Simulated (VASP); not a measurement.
# Mg8HO8 (a cell with a defect) in VASP: single point with PBE

Aim: the single point of Mg8HO8 (a cell with a defect) with PBE.

All numbers are computed with VASP 6.6.1; they aren't measurements. Logs are shortened: lines on timing, memory, paths and dates and some standing lists are left out, and cuts for length are marked.

## 1. The cell of the first run

The cell holds a defect, 17 atoms: a = 5.315 Å, b = 5.315 Å, c = 5.315 Å, α = 60.00°, β = 60.00°, γ = 60.00°.

## 2. Single point, PBE

INCAR reads:

```
ALGO = Normal ; EDIFF = 1E-6
ENCUT = 520 ; GGA = PE
ISIF = 2 ; ISMEAR = -1
LASPH = T ; LCHARG = F
LREAL = Auto ; LWAVE = F
NBANDS = 46 ; NELECT = 64.0
NELM = 60 ; PREC = Accurate
SIGMA = 0.02
```

KPOINTS reads:

```
k-points
0
Gamma
  3 3 3
```

POSCAR reads:

```
Mg8HO8
1.0
    0.0000000000      3.7580000000      3.7580000000
    3.7580000000      0.0000000000      3.7580000000
    3.7580000000      3.7580000000      0.0000000000
Mg O H
8 8 1
Direct
   -0.0105141032      0.0136144226      0.0031902608
   -0.0437365620      0.0035505588      0.5077280468
   -0.0019691325      0.5047296434      0.0089169771
   -0.0104953433      0.4989320117      0.5178319585
    0.4923923630     -0.0041526078      0.0151669771
    0.5280838212      0.0036503459      0.5078360830
    0.4841040447      0.5046732304      0.0088557743
    0.4923681480      0.5109554284      0.5001076370
    0.2404968068      0.2295577435      0.2851716338
    0.2486995742      0.2547019691      0.7589462480
    0.2340753060      0.7541708356      0.2584151144
    0.2404771155      0.7809784460      0.7337857903
    0.7410383183      0.2686263970      0.2450218201
    0.7335097126      0.2546318520      0.7588787919
    0.7490605375      0.7542340341      0.2584759180
    0.7410645290      0.7408077435      0.7727973656
    0.2326052422      0.0132124800      0.5172281799
```

Potentials or basis: VASP PAW PBE potentials, release 64 (Mg, O, H).

Launch:

```bash
> cat potpaw_PBE.64/Mg/POTCAR potpaw_PBE.64/O/POTCAR potpaw_PBE.64/H/POTCAR > POTCAR
> mpirun -np 1 vasp_std > vasp.out
```

OUTCAR:

```text
EDIFF = 1E-6
   ENCUT = 520
   GGA = PE
   ISIF = 2
   ISMEAR = -1
   LASPH = T
   LREAL = Auto
   NELECT = 64.0
   NELM = 60
   PREC = Accurate

 ion  position               nearest neighbor table
   1  0.989  0.014  0.003-  13 1.87  15 1.88  11 1.88  14 1.88  10 1.88  12 1.89  17 2.24   2 2.57
                             6 2.57   4 2.58   7 2.65   3 2.65   5 2.66   5 2.66   3 2.67   7 2.67
   2  0.956  0.004  0.508-  17 1.52  13 1.81  16 1.81  11 1.88  14 1.89   9 1.93  12 1.93   6 2.28
                             1 2.57   4 2.57   8 2.59   5 2.59   3 2.67   3 2.67   5 2.74   8 2.74
   3  0.998  0.505  0.009-  16 1.85  13 1.85  15 1.88  10 1.88  12 1.95   9 1.95   7 2.58   4 2.65
                             1 2.65   5 2.65   8 2.65   8 2.67   5 2.67   2 2.67   2 2.67   1 2.67
   4  0.990  0.499  0.518-  16 1.87  15 1.88  11 1.88  14 1.88  10 1.88   9 1.89  17 2.24   2 2.57
                             6 2.57   1 2.58   7 2.65   3 2.65   8 2.66   8 2.66   3 2.67   7 2.67
   5  0.492  0.996  0.015-  16 1.87  14 1.88  10 1.88  15 1.88  11 1.88   9 1.90   8 2.58   6 2.59
                             2 2.59   3 2.65   7 2.65   1 2.66   1 2.66   7 2.67   3 2.67   8 2.74
   6  0.528  0.004  0.508-  17 1.52  13 1.81  16 1.81  15 1.88  10 1.89   9 1.93  12 1.93   2 2.28
                             1 2.57   4 2.57   8 2.59   5 2.59   7 2.67   7 2.67   8 2.74   5 2.74
   7  0.484  0.505  0.009-  16 1.85  13 1.85  11 1.88  14 1.88  12 1.95   9 1.95   3 2.58   4 2.65
                             1 2.65   5 2.65   8 2.65   8 2.67   5 2.67   6 2.67   6 2.67   1 2.67
   8  0.492  0.511  0.500-  13 1.87  14 1.88  10 1.88  15 1.88  11 1.88  12 1.90   5 2.58   6 2.59
                             2 2.59   3 2.65   7 2.65   4 2.66   4 2.66   7 2.67   3 2.67   5 2.74
   9  0.240  0.230  0.285-  17 1.19   4 1.89   5 1.90   2 1.93   6 1.93   3 1.95   7 1.95
  10  0.249  0.255  0.759-   3 1.88   5 1.88   8 1.88   1 1.88   4 1.88   6 1.89
  11  0.234  0.754  0.258-   7 1.88   4 1.88   1 1.88   8 1.88   5 1.88   2 1.88
  12  0.240  0.781  0.734-  17 1.19   1 1.89   8 1.90   2 1.93   6 1.93   3 1.95   7 1.95
  13  0.741  0.269  0.245-   6 1.81   2 1.81   3 1.85   7 1.85   1 1.87   8 1.87
  14  0.734  0.255  0.759-   7 1.88   5 1.88   8 1.88   1 1.88   4 1.88   2 1.89
  15  0.749  0.754  0.258-   3 1.88   4 1.88   1 1.88   8 1.88   5 1.88   6 1.88
  16  0.741  0.741  0.773-   6 1.81   2 1.81   3 1.85   7 1.85   4 1.87   5 1.87
  17  0.233  0.013  0.517-   9 1.19  12 1.19   2 1.52   6 1.52   4 2.24   1 2.24

  LATTYP: Found a face centered cubic cell.
 ALAT       =     7.5160000000

  Lattice vectors:

 A1 = (   0.0000000000,   3.7580000000,   3.7580000000)
 A2 = (   3.7580000000,   0.0000000000,   3.7580000000)
 A3 = (   3.7580000000,   3.7580000000,   0.0000000000)

Analysis of symmetry for initial positions (statically):
=====================================================================
 Subroutine PRICEL returns:
 Original cell was already a primitive cell.

 Routine SETGRP: Setting up the symmetry group for a
 face centered cubic supercell.

[... 151 lines left out ...]
   EFERMI =   0.00;   METHOD = LEGACY
   ISMEAR =    -1;   SIGMA  =   0.02  broadening in eV -4-tet -1-fermi 0-gaus
   EFERMI_NEDOS =   21; number of points for ismear=-14 and -15
   IALGO  =     38    algorithm
   IMIX   =      4    mixing-type and parameters
     AMIX     =   0.40;   BMIX     =  1.00
     AMIX_MAG =   1.60;   BMIX_MAG =  1.00
  volume/ion in A,a.u.               =       6.24        42.14
  Fermi-wavevector in a.u.,A,eV,Ry     =   1.383040  2.613566 26.025216  1.912799
  Thomas-Fermi vector in A             =   2.507675
   LORBIT       =      0    0 simple, 1 ext, 2 COOP (PROOUT), +10 PAW based schemes
   GGA     = PE    functional components
   LHFCALC =     F    Hartree Fock is set to
   AEXX    =    0.0000 exact exchange contribution
   IVDW    =     0    specifies the selected vdW correction
   LEPSILON=     F    determine dielectric tensor
   LRPA    =     F    only Hartree local field effects (RPA)
 non-spin polarized calculation
  energy-cutoff  :      520.00
  volume of cell :      106.15
 maximum number of plane-waves:      2872
   NGX = 19   NGY = 19   NGZ = 19

 number of electron      63.9999995 magnetization

 Free energy of the ion-electron system (eV)
  ---------------------------------------------------
  ext. energy  EPLUGINS =         0.00000000
  ---------------------------------------------------
  free energy    TOTEN  =       -90.64702814 eV

  energy without entropy =      -90.64702814  energy(sigma->0) =      -90.64702814

 E-fermi :   6.8906     XC(G=0): -12.8065

 val. band max:        6.4301980898   @ k =   0.0000   0.0000   0.0000
 cond. band min:      13.5250391551   @ k =   0.0000   0.0000   0.0000
 fundamental gap:      7.0948410653
 Fermi energy:         6.8906243822

 k-point     1 :       0.0000    0.0000    0.0000
  band No.  band energies     occupation
      1     -14.1281      2.00000
      2     -11.7212      2.00000
      3     -11.6457      2.00000
      4     -10.3504      2.00000
      5     -10.2725      2.00000
      6     -10.2446      2.00000
[... 647 lines left out ...]
     43      19.9729      0.00000
     44      20.2503      0.00000
 [bands above 44 left out]

------------------------ aborting loop because EDIFF is reached ----------------------------------------

  FORCE on cell =-STRESS in cart. coord.  units (eV):
  Direction    XX          YY          ZZ          XY          YZ          ZX
  --------------------------------------------------------------------------------------
  -------------------------------------------------------------------------------------
  Total       70.6863514     75.8127322     75.8142935      0.0012507      7.9075382     -0.0046499
  in kB     1066.9543161   1144.3329624   1144.3565285      0.0188788    119.3580066     -0.0701871
  external PRESSURE =    1118.5479357 kB  Pullay stress =       0.0000000 kB

 VOLUME and BASIS-vectors are now :
 -----------------------------------------------------------------------------
  energy-cutoff  :      520.00
  volume of cell :      106.15
      direct lattice vectors                 reciprocal lattice vectors
     0.000000000  3.758000000  3.758000000    -0.133049494  0.133049494  0.133049494
     3.758000000  0.000000000  3.758000000     0.133049494 -0.133049494  0.133049494
     3.758000000  3.758000000  0.000000000     0.133049494  0.133049494 -0.133049494

 POSITION                                       TOTAL-FORCE (eV/Angst)
 -----------------------------------------------------------------------------------
      0.06315      3.73048      3.76965         0.019981     -0.000671     -0.000230
      1.92138      5.50168      3.60698         0.015230     -0.035604     -0.042570
      1.93028      3.78411      5.64737        -0.002234     -0.016457     -0.015259
      3.82100      5.66457      5.59354         0.024363     -0.001682      0.000537
      3.79939      1.90741      5.59281        -0.023880      0.000222     -0.001604
      1.92217      3.89299      1.99826         0.007747      0.036814      0.032153
[... 9 lines left out ...]
      5.68813      5.68909      5.56888         0.000251      0.031597     -0.031697
      1.99340      2.81787      0.92378        -0.015500      0.003522      0.005341
 -----------------------------------------------------------------------------------
    total drift:                                0.010198      0.006915     -0.012994

  FREE ENERGIE OF THE ION-ELECTRON SYSTEM (eV)
  ---------------------------------------------------
  free  energy   TOTEN  =       -90.6470281366 eV

  energy  without entropy=      -90.6470281366  energy(sigma->0) =      -90.64702814
```

OSZICAR:

```text
N       E                     dE             d eps       ncg     rms          rms(c)
DAV:   1     0.326941998418E+03    0.32694E+03   -0.34536E+04  1376   0.133E+03
DAV:   2    -0.876983435598E+02   -0.41464E+03   -0.40543E+03  1614   0.303E+02
DAV:   3    -0.104202616869E+03   -0.16504E+02   -0.16451E+02  1632   0.598E+01
DAV:   4    -0.104293183215E+03   -0.90566E-01   -0.90512E-01  1528   0.499E+00
DAV:   5    -0.104293641704E+03   -0.45849E-03   -0.45843E-03  1574   0.360E-01    0.219E+01
DAV:   6    -0.909949757270E+02    0.13299E+02   -0.39732E+01  1560   0.318E+01    0.578E+00
DAV:   7    -0.907414085915E+02    0.25357E+00   -0.24675E+00  1528   0.733E+00    0.396E+00
DAV:   8    -0.906680191432E+02    0.73389E-01   -0.30550E-01  1504   0.359E+00    0.963E-01
DAV:   9    -0.906475996696E+02    0.20419E-01   -0.49980E-02  1608   0.128E+00    0.320E-01
DAV:  10    -0.906471695075E+02    0.43016E-03   -0.18585E-02  1490   0.731E-01    0.143E-01
DAV:  11    -0.906469956124E+02    0.17390E-03   -0.16301E-03  1490   0.258E-01    0.416E-02
DAV:  12    -0.906470342127E+02   -0.38600E-04   -0.22516E-04  1522   0.770E-02    0.189E-02
DAV:  13    -0.906470281759E+02    0.60369E-05   -0.39567E-05  1530   0.391E-02    0.558E-03
DAV:  14    -0.906470281366E+02    0.39213E-07   -0.93872E-06  1484   0.153E-02
   1 F= -.90647028E+02 E0= -.90647028E+02  d E =-.476783E-11
```

stdout:

```text
POSCAR found type information on POSCAR MgO H
 POSCAR found :  3 types and      17 ions
 scaLAPACK will be used
 LDA part: xc-table for (Slater+PW92), standard interpolation
 POSCAR, INCAR and KPOINTS ok, starting setup
 FFT: planning ... GRIDC
 FFT: planning ... GRID_SOFT
 FFT: planning ... GRID
 WAVECAR not read
 entering main loop
 the old and the new charge density differ
 old charge density:    65.00000 new   64.00000
    0.219E+01
```

Wall time 97 s (1 thread of AMD EPYC 9R45 (Zen 5), shared host); peak memory 0.22 GiB.

Results:

```
Free energy   : -90.6470 eV
Largest force : 0.058 eV/Å
```

Forces in eV/Å, atoms in the order of the input:
```
Mg   0.020 -0.001  0.000
Mg   0.015 -0.036 -0.043
Mg  -0.002 -0.016 -0.015
Mg   0.024 -0.002  0.001
Mg  -0.024  0.000 -0.002
Mg   0.008  0.037  0.032
Mg   0.001  0.017  0.016
Mg  -0.025 -0.002  0.001
O    0.001 -0.034  0.034
O    0.000 -0.002  0.000
O   -0.002  0.002  0.003
O    0.001  0.033 -0.033
O   -0.001 -0.031  0.030
O    0.000  0.001  0.002
O    0.000 -0.002 -0.001
O    0.000  0.032 -0.032
H   -0.015  0.004  0.005
```

Levels at points of the mesh, in eV from the Fermi level:
| k point | band 28 | band 29 | band 30 | band 31 | band 32 | band 33 | band 34 | band 35 | band 36 | band 37 |
| --- | --- | --- | --- | --- | --- | --- | --- | --- | --- | --- |
| (0.00, 0.00, 0.00) | -1.27 | -1.25 | -0.52 | -0.49 | -0.46 | 6.63 | 8.54 | 8.67 | 9.05 | 9.42 |

Caveat: the k points lie up to 0.48 Å⁻¹ apart; the cell carries a net charge on a neutralising background, which shifts energy and pressure; the cell is charged against a uniform background, so pressure and absolute levels hang on convention.
